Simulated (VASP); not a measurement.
# GaP: G0W0 quasiparticle levels with PBE

GaP:

```xyz
2
Lattice="0.0000 2.7254 2.7254 2.7254 0.0000 2.7254 2.7254 2.7254 0.0000" Properties=species:S:1:pos:R:3 pbc="T T T"
Ga    0.0000    0.0000    0.0000
P     1.3627    1.3627    1.3627
```

```json
{
 "Program": "VASP 6.6.1",
 "Task": "G0W0 quasiparticle levels",
 "Functional": "PBE",
 "Potentials or basis": "VASP PAW PBE potentials, release 64 (Ga_d_GW, P_GW)",
 "Cutoff": "500 eV",
 "k mesh": "4 × 4 × 4",
 "Occupations": "gaussian, width 0.01 eV",
 "Spin": "no spin polarisation",
 "Dipole correction": "no",
 "GW scheme": "G0W0",
 "GW iterations": "1",
 "Cutoff of the response function": "140",
 "Frequency points": "96",
 "Empty bands": "152",
 "Further INCAR settings": "ALGO = EVGW0; EDIFF = 1e-08; NBANDS = 161"
}
```

```json
{
 "Quasiparticle gap": "2.11 eV",
 "Least direct quasiparticle gap": "2.71 eV",
 "Band gap of the starting levels on the mesh": "1.63 eV",
 "Least direct gap of the starting levels on the mesh": "1.81 eV"
}
```

It took 98 s on 1 thread of Intel(R) Xeon(R) 6975P-C (Granite Rapids) (shared host), peak memory 0.42 GiB.

Caveat: the k points lie up to 0.50 Å⁻¹ apart; bands, screening cutoff and mesh are small and nothing is extrapolated, so the quasiparticle values aren't converged.
